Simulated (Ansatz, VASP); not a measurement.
**One calculation of Os, two programs**

INCAR

```
  PREC = Accurate
  ENCUT = 560
  EDIFF = 1E-6
  ISMEAR = 0
  SIGMA = 0.1
  LREAL = False
  LASPH = True
  NELM = 200
  ALGO = Normal
  ISIF = 2
  LWAVE = False
  LCHARG = True
  LMAXMIX = 4
  LDAU = True
  LDAUTYPE = 1
  LDAUL = 2
  LDAUU = 5.6
  LDAUJ = 0.69
  LDAUPRINT = 1
  GGA = PE
  LELF = True
  LVHAR = True
  NBANDS = 14
  GGA_COMPAT = False
```

File KPOINTS:

```
regular mesh
0
Gamma
  10 10 10
```

File POSCAR:

```
Os
1.0
    0.0000000000      1.9220413878      1.9220413878
    1.9220413878      0.0000000000      1.9220413878
    1.9220413878      1.9220413878      0.0000000000
Os
1
Direct
    0.0000000000      0.0000000000      0.0000000000
```

Input for Ansatz:

```yaml
crystal:
  lattice:
    - [0.0, 1.9220413878, 1.9220413878]
    - [1.9220413878, 0.0, 1.9220413878]
    - [1.9220413878, 1.9220413878, 0.0]
  atoms:
    - { symbol: Os, position: [0.0, 0.0, 0.0] }
basis:
  ecutwfc: 420
  xc_grid: 2
kpoints:
  mp_grid: { grid: [10, 10, 10] }
hamiltonian:
  xc: pbe
  hubbard: { sites: [{ species: Os, l: d, u: 5.6, j: 0.69 }] }
scf:
  occupations: { method: gaussian, width: 0.1 }
output:
  forces: true
  stress: true
  eigenvalues: true
```

Alike in both runs: task single point; functional PBE; k mesh 10 × 10 × 10; occupations gaussian, width 0.1 eV; no spin polarisation; Hubbard terms Os d U = 5.6 eV, J = 0.69 eV.

|  | VASP | Ansatz |
| --- | --- | --- |
| version | VASP 6.6.1 | Ansatz 0.2.0 |
| potentials or method | VASP PAW PBE potentials, release 64 (Os_sv_GW), cutoff 560 eV | scalar-relativistic, plane waves, PAW |
| valence electrons in the cell | 16 | 16 |

Ansatz gave:

```
gap on the k mesh at the Fermi level (eV) : none
pressure (GPa)                            : 1.5
```

Task: Estimate VASP's values.

Result: gap on the k mesh at the Fermi level (eV): none; pressure (GPa): 2.0.

The programs project onto different local orbitals, so the same U acts differently, and such runs can settle in different states. A gap of «none» marks a metal or a gap that the smearing closes. Ansatz's warnings: filled band counts differ across k points.

Neither program's run includes spin-orbit coupling.
